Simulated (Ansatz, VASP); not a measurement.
## As2Se: VASP beside Ansatz

```xyz
6
Lattice="4.8253 0.0000 0.0000 -2.4127 4.1789 0.0000 0.0000 0.0000 5.8699" Properties=species:S:1:pos:R:3 pbc="T T T"
As    0.0000    0.0000    0.0000
As    0.0000    0.0000    2.9350
As    0.0000    2.7859    4.4024
As    2.4127    1.3930    1.4675
Se    0.0000    2.7859    1.4675
Se    2.4127    1.3930    4.4024
```

Change from the starting cell: species swapped into the Nd2Tl type (P6_3/mmc, No. 194).

Alike in both runs: functional PBE; k mesh 4 × 4 × 3; occupations gaussian, width 0.2 eV; no spin polarisation.

Ansatz relaxed the structure, and its values are those at the end. VASP's run is a single point on that final structure, the one shown.

```csv
,VASP,Ansatz
version,VASP 6.6.1,Ansatz 0.2.0
potentials or method,"VASP PAW PBE potentials, release 64 (As, Se), cutoff 500 eV","scalar-relativistic, plane waves, PAW"
valence electrons in the cell,32,92
```

|  | VASP | Ansatz | Ansatz less VASP |
| --- | --- | --- | --- |
| gap on the k mesh at the Fermi level (eV) | none | none | - |
| pressure (GPa) | 0.2 | 0.2 | -0.03 |

A gap of «none» marks a metal or a gap that the smearing closes. VASP's potentials hold 32 valence electrons a cell and Ansatz's 92, so a difference there can come from the potentials and not from the codes.

The k mesh is coarse, so the values compare programs but aren't converged.
